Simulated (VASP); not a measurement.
# VRu (Pm-3m) in VASP: further runs

The runs below take VRu through single point, with LDA.

Everything below comes from runs of VASP 6.6.1. Logs are shortened: lines on timing, memory, paths and dates and some standing lists are left out, and cuts for length are marked.

## (1) The cell of the first run

It takes space group Pm-3m (No. 221, cubic). Conventional cell: a = 2.460 Å, b = 2.460 Å, c = 2.460 Å, α = 90.00°, β = 90.00°, γ = 90.00°. Within 2.8 Å of V (site symmetry m-3m) lie 8 Ru at 2.13 Å and 6 V at 2.46 Å. Ru (site symmetry m-3m) has 8 V at 2.13 Å and 6 Ru at 2.46 Å within 2.8 Å.

## (2) Single point, LDA, collinear spin, ferromagnetic start (7.45 Å³/atom)

INCAR

```
SYSTEM = VRu
ALGO = Normal
EDIFF = 1E-6
ENCUT = 520
GGA = CA
ISIF = 2
ISMEAR = -1
ISPIN = 2
LASPH = .TRUE.
LCHARG = .TRUE.
LELF = .TRUE.
LMAXMIX = 4
LORBIT = 11
LREAL = .FALSE.
LVHAR = .TRUE.
LWAVE = .FALSE.
MAGMOM = 1.5 0
NBANDS = 24
NELM = 150
PREC = Accurate
SIGMA = 0.05
```

KPOINTS

```
k-points
0
G
  12 12 12
  0 0 0
```

POSCAR

```
VRu
1.0
    2.4602838538      0.0000000000      0.0000000000
    0.0000000000      2.4602838538      0.0000000000
    0.0000000000      0.0000000000      2.4602838538
V Ru
1 1
Direct
    0.5000000000      0.5000000000      0.5000000000
    0.0000000000      0.0000000000      0.0000000000
```

Potentials or basis: VASP PAW LDA potentials, release 64 (V_sv, Ru_pv).

The run is started by

```console
cat potpaw_LDA.64/V_sv/POTCAR potpaw_LDA.64/Ru_pv/POTCAR > POTCAR
mpirun -np 1 vasp_std > vasp.out
```

OUTCAR:

```text
SYSTEM = VRu
   EDIFF = 1E-6
   ENCUT = 520
   GGA = CA
   ISIF = 2
   ISMEAR = -1
   ISPIN = 2
   LASPH = .TRUE.
   LORBIT = 11
   LREAL = .FALSE.
   NELM = 150
   PREC = Accurate

 ion  position               nearest neighbor table
   1  0.500  0.500  0.500-   2 2.13   2 2.13   2 2.13   2 2.13   2 2.13   2 2.13   2 2.13   2 2.13

   2  0.000  0.000  0.000-   1 2.13   1 2.13   1 2.13   1 2.13   1 2.13   1 2.13   1 2.13   1 2.13

  LATTYP: Found a simple cubic cell.
 ALAT       =     2.4602838538

  Lattice vectors:

 A1 = (   2.4602838538,   0.0000000000,   0.0000000000)
 A2 = (   0.0000000000,   2.4602838538,   0.0000000000)
 A3 = (   0.0000000000,   0.0000000000,   2.4602838538)

Analysis of symmetry for initial positions (statically):
=====================================================================
 Subroutine PRICEL returns:
 Original cell was already a primitive cell.

 Routine SETGRP: Setting up the symmetry group for a
 simple cubic supercell.

 Subroutine GETGRP returns: Found 48 space group operations
 (whereof 48 operations were pure point group operations)
 out of a pool of 48 trial point group operations.

The static configuration has the point symmetry O_h .

Analysis of symmetry for dynamics (positions and initial velocities):
=====================================================================
 Subroutine PRICEL returns:
 Original cell was already a primitive cell.

 Routine SETGRP: Setting up the symmetry group for a
 simple cubic supercell.

 Subroutine GETGRP returns: Found 48 space group operations
 (whereof 48 operations were pure point group operations)
 out of a pool of 48 trial point group operations.

The dynamic configuration has the point symmetry O_h .

Analysis of structural, dynamic, and magnetic symmetry:
=====================================================================
 Subroutine PRICEL returns:
 Original cell was already a primitive cell.

 Routine SETGRP: Setting up the symmetry group for a
 simple cubic supercell.

 Subroutine GETGRP returns: Found 48 space group operations
 (whereof 48 operations were pure point group operations)
 out of a pool of 48 trial point group operations.

The overall configuration has the point symmetry O_h .

 Subroutine INISYM returns: Found 48 space group operations
 (whereof 48 operations are pure point group operations),
 and found     1 'primitive' translations

----------------------------------------------------------------------------------------

                                     Primitive cell

  volume of cell :      14.8921

  direct lattice vectors                    reciprocal lattice vectors
[... 106 lines left out ...]
     AMIX     =   0.40;   BMIX     =  1.00
     AMIX_MAG =   1.60;   BMIX_MAG =  1.00
  volume/ion in A,a.u.               =       7.45        50.25
  Fermi-wavevector in a.u.,A,eV,Ry     =   1.996231  3.772330 54.218394  3.984940
  Thomas-Fermi vector in A             =   3.012724
   LORBIT       =     11    0 simple, 1 ext, 2 COOP (PROOUT), +10 PAW based schemes
   GGA     = CA    functional components
   LHFCALC =     F    Hartree Fock is set to
   AEXX    =    0.0000 exact exchange contribution
   IVDW    =     0    specifies the selected vdW correction
   LEPSILON=     F    determine dielectric tensor
   LRPA    =     F    only Hartree local field effects (RPA)
 spin polarized calculation
  energy-cutoff  :      520.00
  volume of cell :       14.89
 maximum number of plane-waves:       432
   NGX =  9   NGY =  9   NGZ =  9

 number of electron      26.9999992 magnetization       0.0009727

 number of electron      26.9999992 magnetization      -0.0001002

 Free energy of the ion-electron system (eV)
  ---------------------------------------------------
  ext. energy  EPLUGINS =         0.00000000
  ---------------------------------------------------
  free energy    TOTEN  =       -10.40418688 eV

  energy without entropy =      -10.39134448  energy(sigma->0) =      -10.39776568

 E-fermi :  24.1547     XC(G=0): -17.6476

 val. band max:       24.1221730522   @ k =   0.5000   0.4167   0.0000
 cond. band min:      24.1854639540   @ k =   0.1667   0.1667   0.0000
 fundamental gap:      0.0632909018
 Fermi energy:        24.1547203468

 spin component 1

 k-point     1 :       0.0000    0.0000    0.0000
  band No.  band energies     occupation
      1     -40.0372      1.00000
      2     -20.6183      1.00000
      3     -20.6183      1.00000
      4     -20.6183      1.00000
      5     -13.4699      1.00000
      6     -13.4699      1.00000
[... 637 lines left out ...]
     23      45.0325      0.00000
     24      46.4485      0.00000

 [... further k-points ...]

 spin component 2

 k-point     1 :       0.0000    0.0000    0.0000
  band No.  band energies     occupation
      1     -40.0372      1.00000
      2     -20.6183      1.00000
      3     -20.6183      1.00000
      4     -20.6183      1.00000
      5     -13.4699      1.00000
      6     -13.4699      1.00000
[... 637 lines left out ...]
     23      45.0325      0.00000
     24      46.4485      0.00000

 [... further k-points ...]
[... 5 lines left out ...]
  --------------------------------------------------------------------------------------
  -------------------------------------------------------------------------------------
  Total       46.8512940     46.8512940     46.8512940     -0.0000000     -0.0000000      0.0000000
  in kB     5040.5337076   5040.5337076   5040.5337076     -0.0000000     -0.0000000      0.0000000
  external PRESSURE =    5040.5337076 kB  Pullay stress =       0.0000000 kB

 VOLUME and BASIS-vectors are now :
 -----------------------------------------------------------------------------
  energy-cutoff  :      520.00
  volume of cell :       14.89
      direct lattice vectors                 reciprocal lattice vectors
     2.460283854  0.000000000  0.000000000     0.406457165  0.000000000  0.000000000
     0.000000000  2.460283854  0.000000000     0.000000000  0.406457165  0.000000000
     0.000000000  0.000000000  2.460283854     0.000000000  0.000000000  0.406457165

 POSITION                                       TOTAL-FORCE (eV/Angst)
 -----------------------------------------------------------------------------------
      1.23014      1.23014      1.23014         0.000000      0.000000      0.000000
      0.00000      0.00000      0.00000         0.000000      0.000000      0.000000
 -----------------------------------------------------------------------------------
    total drift:                                0.000000     -0.000000      0.000000

  FREE ENERGIE OF THE ION-ELECTRON SYSTEM (eV)
  ---------------------------------------------------
  free  energy   TOTEN  =       -10.4041868798 eV

  energy  without entropy=      -10.3913444777  energy(sigma->0) =      -10.39776568

 total charge

# of ion       s       p       d       tot
------------------------------------------
    1        2.593   6.655   4.462  13.710
    2        0.714   6.704   7.081  14.499
--------------------------------------------------
tot          3.307  13.359  11.542  28.209

 magnetization (x)

# of ion       s       p       d       tot
------------------------------------------
    1       -0.000  -0.000  -0.000  -0.000
    2       -0.000  -0.000  -0.000  -0.000
--------------------------------------------------
tot         -0.000  -0.000  -0.000  -0.000
```

OSZICAR:

```text
N       E                     dE             d eps       ncg     rms          rms(c)
DAV:   1     0.294876650360E+03    0.29488E+03   -0.14452E+04  8104   0.136E+03
DAV:   2    -0.411702484417E+01   -0.29899E+03   -0.28639E+03  8408   0.436E+02
DAV:   3    -0.109755243536E+02   -0.68585E+01   -0.68320E+01  9200   0.761E+01
DAV:   4    -0.110043213119E+02   -0.28797E-01   -0.28796E-01  8704   0.510E+00
DAV:   5    -0.110045443923E+02   -0.22308E-03   -0.22308E-03  9440   0.414E-01    0.711E+01
DAV:   6    -0.106286411300E+02    0.37590E+00   -0.95456E-01  8792   0.122E+01    0.358E+01
DAV:   7    -0.107629166528E+02   -0.13428E+00   -0.30121E+00  8920   0.179E+01    0.155E+01
DAV:   8    -0.104028375122E+02    0.36008E+00   -0.13262E+00  8816   0.127E+01    0.289E+00
DAV:   9    -0.104053738858E+02   -0.25364E-02   -0.17735E-02  8400   0.147E+00    0.158E+00
DAV:  10    -0.104040212187E+02    0.13527E-02   -0.68541E-03  9160   0.814E-01    0.401E-01
DAV:  11    -0.104041825967E+02   -0.16138E-03   -0.74149E-04  8728   0.326E-01    0.157E-01
DAV:  12    -0.104041926902E+02   -0.10094E-04   -0.16835E-05  9008   0.452E-02    0.689E-02
DAV:  13    -0.104041869266E+02    0.57636E-05   -0.11985E-05  8832   0.425E-02    0.104E-02
DAV:  14    -0.104041868798E+02    0.46798E-07   -0.50692E-07  4408   0.831E-03
   1 F= -.10404187E+02 E0= -.10397766E+02  d E =-.128424E-01  mag=     0.0000
```

Wall time 81 s (1 thread of Oxide Virtual Turin-like, shared host); peak memory 0.12 GiB.

What came out:

| Property | Result |
| --- | --- |
| Free energy | -10.4042 eV |
| Pressure | 504.1 GPa |
| Net moment | 0.00 μB per cell |

Caveat: the cell stands under pressure; the moments typed at the start vanished in this run.

## (3) Single point, LDA, collinear spin, ferromagnetic start (10.15 Å³/atom)

This run uses another cell than the first one, of 10.15 Å³/atom.

INCAR

```
  ALGO = Normal
  EDIFF = 1E-6
  ENCUT = 520
  GGA = CA
  ISIF = 2
  ISMEAR = -1
  ISPIN = 2
  LASPH = T
  LCHARG = F
  LMAXMIX = 4
  LORBIT = 11
  LREAL = F
  LWAVE = F
  MAGMOM = 1.5 0
  NBANDS = 24
  NELM = 150
  PREC = Accurate
  SIGMA = 0.05
```

KPOINTS

```
k-points
0
Gamma
  12 12 12
```

POSCAR

```
VRu
1.0
    2.7282536261      0.0000000000      0.0000000000
    0.0000000000      2.7282536261      0.0000000000
    0.0000000000      0.0000000000      2.7282536261
V Ru
1 1
Direct
    0.5000000000      0.5000000000      0.5000000000
    0.0000000000      0.0000000000      0.0000000000
```

Potentials or basis: VASP PAW LDA potentials, release 64 (V_sv, Ru_pv).

The run is started by

```console
cat potpaw_LDA.64/V_sv/POTCAR potpaw_LDA.64/Ru_pv/POTCAR > POTCAR
mpirun -np 1 vasp_std > vasp.out
```

OUTCAR:

```text
EDIFF = 1E-6
   ENCUT = 520
   GGA = CA
   ISIF = 2
   ISMEAR = -1
   ISPIN = 2
   LASPH = T
   LORBIT = 11
   LREAL = F
   NELM = 150
   PREC = Accurate

 ion  position               nearest neighbor table
   1  0.500  0.500  0.500-   2 2.36   2 2.36   2 2.36   2 2.36   2 2.36   2 2.36   2 2.36   2 2.36

   2  0.000  0.000  0.000-   1 2.36   1 2.36   1 2.36   1 2.36   1 2.36   1 2.36   1 2.36   1 2.36

  LATTYP: Found a simple cubic cell.
 ALAT       =     2.7282536261

  Lattice vectors:

 A1 = (   2.7282536261,   0.0000000000,   0.0000000000)
 A2 = (   0.0000000000,   2.7282536261,   0.0000000000)
[... 1511 lines left out ...]

 VOLUME and BASIS-vectors are now :
 -----------------------------------------------------------------------------
  energy-cutoff  :      520.00
  volume of cell :       20.31
      direct lattice vectors                 reciprocal lattice vectors
     2.728253626  0.000000000  0.000000000     0.366534838  0.000000000  0.000000000
     0.000000000  2.728253626  0.000000000     0.000000000  0.366534838  0.000000000
     0.000000000  0.000000000  2.728253626     0.000000000  0.000000000  0.366534838

 POSITION                                       TOTAL-FORCE (eV/Angst)
 -----------------------------------------------------------------------------------
      1.36413      1.36413      1.36413         0.000000      0.000000      0.000000
      0.00000      0.00000      0.00000         0.000000      0.000000      0.000000
 -----------------------------------------------------------------------------------
    total drift:                               -0.000000      0.000000      0.000000

  FREE ENERGIE OF THE ION-ELECTRON SYSTEM (eV)
  ---------------------------------------------------
  free  energy   TOTEN  =       -19.4928467195 eV

  energy  without entropy=      -19.4752026091  energy(sigma->0) =      -19.48402466

 total charge

# of ion       s       p       d       tot
------------------------------------------
    1        2.439   6.420   3.495  12.354
    2        0.538   6.472   6.373  13.383
--------------------------------------------------
tot          2.977  12.892   9.868  25.737

 magnetization (x)

# of ion       s       p       d       tot
------------------------------------------
    1        0.000   0.000   0.000   0.000
    2        0.000   0.000  -0.000   0.000
--------------------------------------------------
tot          0.000   0.000   0.000   0.000
```

Wall time 76 s (1 thread of Oxide Virtual Turin-like, shared host); peak memory 0.13 GiB.

What came out:

```
Free energy                                           : -19.4928 eV
Pressure                                              : 114.7 GPa
Net moment                                            : 0.00 μB per cell
Valence electrons inside the program's atomic spheres : V 12.35; Ru 13.38
```

Levels at points of the mesh, in eV from the Fermi level:
Spin up:
```csv
k point,band 10,band 11,band 12,band 13,band 14,band 15,band 16,band 17
"(0.00, 0.00, 0.00)",-8.36,-2.98,-2.98,-2.98,0.87,0.87,3.39,3.39
"(0.50, 0.00, 0.00)",-4.23,-3.16,-3.06,-3.06,-1.15,-0.67,-0.67,0.78
"(0.50, 0.50, 0.00)",-5.48,-5.48,0.56,0.66,1.26,1.84,1.84,2.17
"(0.50, 0.50, 0.50)",-5.53,-2.84,-2.84,-2.84,0.72,0.72,2.29,2.29
```
Spin down:
| k point | band 11 | band 12 | band 13 | band 14 | band 15 | band 16 |
| --- | --- | --- | --- | --- | --- | --- |
| (0.00, 0.00, 0.00) | -2.98 | -2.98 | -2.98 | 0.87 | 0.87 | 3.39 |
| (0.50, 0.00, 0.00) | -3.16 | -3.06 | -3.06 | -1.15 | -0.67 | -0.67 |
| (0.50, 0.50, 0.00) | -5.48 | 0.56 | 0.66 | 1.26 | 1.84 | 1.84 |
| (0.50, 0.50, 0.50) | -2.84 | -2.84 | -2.84 | 0.72 | 0.72 | 2.29 |

Caveat: the cell stands under pressure; an empty level that is flat over the whole mesh can mark a ghost state of the potentials, or a narrow d or f band; the moments typed at the start vanished in this run.

## (4) Single point, LDA, collinear spin, ferromagnetic start (12.18 Å³/atom)

This run uses another cell than the first one, of 12.18 Å³/atom.

INCAR

```
SYSTEM = VRu
PREC = Accurate ; ENCUT = 520
EDIFF = 1E-6 ; ISMEAR = -1
SIGMA = 0.05 ; LREAL = .FALSE.
LASPH = .TRUE. ; NELM = 150
ALGO = Normal ; ISIF = 2
LWAVE = .FALSE. ; LCHARG = .TRUE.
ISPIN = 2 ; MAGMOM = 1.5 0
LORBIT = 11 ; LMAXMIX = 4
LELF = .TRUE. ; LVHAR = .TRUE.
NBANDS = 24
```

KPOINTS

```
Automatic mesh
0
G
  12 12 12
  0 0 0
```

POSCAR

```
VRu
1.0
    2.8992020947      0.0000000000      0.0000000000
    0.0000000000      2.8992020947      0.0000000000
    0.0000000000      0.0000000000      2.8992020947
V Ru
1 1
Direct
    0.5000000000      0.5000000000      0.5000000000
    0.0000000000      0.0000000000      0.0000000000
```

The run is started by

```console
cat potpaw_LDA.64/V_sv/POTCAR potpaw_LDA.64/Ru_pv/POTCAR > POTCAR
mpirun -np 1 vasp_std > vasp.out
```

It took 2.8 min on 1 thread of Oxide Virtual Turin-like, shared host; peak memory 0.16 GiB.

It converged, with:

* Free energy: -20.9958 eV
* Pressure: 17.5 GPa
* Net moment: 0.00 μB per cell
* Valence electrons inside the program's atomic spheres: V 11.83; Ru 12.91

Levels at points of the mesh, in eV from the Fermi level:
Spin up:
| k point | band 10 | band 11 | band 12 | band 13 | band 14 | band 15 | band 16 | band 17 |
| --- | --- | --- | --- | --- | --- | --- | --- | --- |
| (0.00, 0.00, 0.00) | -6.56 | -2.40 | -2.40 | -2.40 | 0.69 | 0.69 | 2.58 | 2.58 |
| (0.50, 0.00, 0.00) | -4.01 | -2.54 | -2.54 | -2.26 | -1.00 | -0.49 | -0.49 | 0.69 |
| (0.50, 0.50, 0.00) | -4.33 | -4.33 | 0.27 | 0.39 | 0.97 | 1.09 | 1.09 | 1.70 |
| (0.50, 0.50, 0.50) | -4.68 | -2.42 | -2.42 | -2.42 | 0.38 | 0.38 | 1.78 | 1.78 |
Spin down:
```csv
k point,band 10,band 11,band 12,band 13,band 14,band 15,band 16,band 17
"(0.00, 0.00, 0.00)",-6.56,-2.40,-2.40,-2.40,0.69,0.69,2.58,2.58
"(0.50, 0.00, 0.00)",-4.01,-2.54,-2.54,-2.26,-1.00,-0.49,-0.49,0.69
"(0.50, 0.50, 0.00)",-4.33,-4.33,0.27,0.39,0.97,1.09,1.09,1.70
"(0.50, 0.50, 0.50)",-4.68,-2.42,-2.42,-2.42,0.38,0.38,1.78,1.78
```

Caveat: the cell stands under pressure; an empty level that is flat over the whole mesh can mark a ghost state of the potentials, or a narrow d or f band; the moments typed at the start vanished in this run.

## (5) Single point, LDA, collinear spin, ferromagnetic start

This run uses another cell than the first one, of 13.54 Å³/atom.

INCAR

```
  ALGO = Normal
  EDIFF = 1E-7
  ENCUT = 520
  ISIF = 2
  ISMEAR = -1
  ISPIN = 2
  LASPH = T
  LCHARG = T
  LELF = T
  LMAXMIX = 4
  LORBIT = 11
  LREAL = F
  LVHAR = T
  LWAVE = F
  MAGMOM = 1.5 0
  NBANDS = 24
  NELM = 150
  PREC = Accurate
  SIGMA = 0.05
```

KPOINTS

```
k-points
0
Gamma
  12 12 12
```

POSCAR

```
VRu
1.0
    3.0028316633      0.0000000000      0.0000000000
    0.0000000000      3.0028316633      0.0000000000
    0.0000000000      0.0000000000      3.0028316633
V Ru
1 1
Direct
    0.5000000000      0.5000000000      0.5000000000
    0.0000000000      0.0000000000      0.0000000000
```

The run is started by

```console
cat potpaw_LDA.64/V_sv/POTCAR potpaw_LDA.64/Ru_pv/POTCAR > POTCAR
mpirun -np 1 vasp_std > vasp.out
```

Wall time 3.2 min (1 thread of Oxide Virtual Turin-like, shared host); peak memory 0.16 GiB.

The run converged. Its results:

* Free energy: -21.0055 eV
* Pressure: -13.6 GPa
* Net moment: 0.00 μB per cell
* Valence electrons inside the program's atomic spheres: V 11.60; Ru 12.71

Levels at points of the mesh, in eV from the Fermi level:
Spin up:
```
           k point  band 11  band 12  band 13  band 14  band 15  band 16
(0.00, 0.00, 0.00)    -2.10    -2.10    -2.10     0.60     0.60     2.20
(0.50, 0.00, 0.00)    -2.25    -2.25    -1.85    -0.90    -0.40    -0.40
(0.50, 0.50, 0.00)    -3.76     0.16     0.28     0.83     0.86     0.86
(0.50, 0.50, 0.50)    -2.16    -2.16    -2.16     0.25     0.25     1.53
```
Spin down:
| k point | band 10 | band 11 | band 12 | band 13 | band 14 | band 15 | band 16 | band 17 |
| --- | --- | --- | --- | --- | --- | --- | --- | --- |
| (0.00, 0.00, 0.00) | -5.67 | -2.10 | -2.10 | -2.10 | 0.60 | 0.60 | 2.20 | 2.20 |
| (0.50, 0.00, 0.00) | -3.80 | -2.25 | -2.25 | -1.85 | -0.90 | -0.40 | -0.40 | 0.63 |
| (0.50, 0.50, 0.00) | -3.76 | -3.76 | 0.16 | 0.28 | 0.83 | 0.86 | 0.86 | 1.47 |
| (0.50, 0.50, 0.50) | -4.19 | -2.16 | -2.16 | -2.16 | 0.25 | 0.25 | 1.53 | 1.53 |

Caveat: the cell stands under tension; the moments typed at the start vanished in this run.

## (6) The runs side by side

| cell | gap on the mesh (eV) | pressure (GPa) | moment (μB) |
| --- | --- | --- | --- |
| a = 2.460 Å, 2 atoms | none | 504.1 | 0.00 |
| a = 2.728 Å, 2 atoms | none | 114.7 | 0.00 |
| a = 2.899 Å, 2 atoms | none | 17.5 | 0.00 |
| a = 3.003 Å, 2 atoms | none | -13.6 | 0.00 |

Alike in all rows: task single point; level LDA; potentials or basis VASP PAW LDA potentials, release 64 (V_sv, Ru_pv); spin collinear, ferromagnetic start; k mesh 12 × 12 × 12; cutoff (eV) 520; smearing fermi-dirac 0.05 eV.

Caveats: the moments typed at the start vanished in this run; the cell stands under pressure (at least some runs); an empty level that is flat over the whole mesh can mark a ghost state of the potentials, or a narrow d or f band (at least some runs); the cell stands under tension (at least some runs).

Absolute energies hang on the potentials; compare differences alone.

The gap in the log of VASP goes by the Fermi energy; the results here count the filled bands.